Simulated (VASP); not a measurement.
A run of VASP 6.6.1 is set up as follows.

POSCAR

```
B2AsN
1.0
    2.9584591056      0.0000000000      0.0000000000
    0.0000000000      2.9584591056      0.0000000000
    0.0000000000      0.0000000000      4.2312932272
N B As
1 2 1
Direct
    0.0000000000      0.0000000000      0.0000000000
    0.0000000000      0.5000000000      0.8013540279
    0.5000000000      0.0000000000      0.1986459721
    0.5000000000      0.5000000000      0.5000000000
```

INCAR.step1

```
PREC = Accurate ; ENCUT = 770
ISMEAR = -1 ; SIGMA = 0.02
LREAL = False ; LASPH = True
NELM = 120 ; NBANDS = 21
GGA = PE ; ALGO = Normal
EDIFF = 1E-5 ; LWAVE = True
LCHARG = False ; GGA_COMPAT = False
```

The input INCAR.step2:

```
PREC = Accurate ; ENCUT = 770
EDIFF = 1E-6 ; ISMEAR = -1
SIGMA = 0.02 ; LREAL = False
LASPH = True ; NELM = 120
ALGO = Normal ; ISIF = 2
LWAVE = False ; LCHARG = True
METAGGA = R2SCAN ; LMIXTAU = True
LELF = True ; LVHAR = True
NBANDS = 21 ; ISTART = 1
GGA_COMPAT = False
```

File KPOINTS:

```
Automatic mesh
0
Gamma
  8 8 6
```

Potentials or basis: VASP PAW PBE potentials, release 64 (N, B, As_d).

Command:

```bash
$ cat potpaw_PBE.64/N/POTCAR potpaw_PBE.64/B/POTCAR potpaw_PBE.64/As_d/POTCAR > POTCAR
$ cp INCAR.step1 INCAR
$ mpirun -np 1 vasp_std > vasp.out
$ cp INCAR.step2 INCAR
$ mpirun -np 1 vasp_std > vasp.out
```

Task: What does it give for the pressure?

Result: 7.2 GPa.

Task: What does it give for the band gap on the k mesh?

Result: 0.17 eV.

Task: Predict the largest force.

Result: 0.205 eV/Å.

Stress tensor (GPa, compression positive):
```
6.98 0.00 0.00
0.00 6.98 0.00
0.00 0.00 7.71
```

Caveat: the cell stands under pressure; semilocal functionals underestimate gaps, and a narrow one can read as zero; the PAW data sets were made with another functional, which shifts forces and pressure a little. A k mesh can miss the band edges.
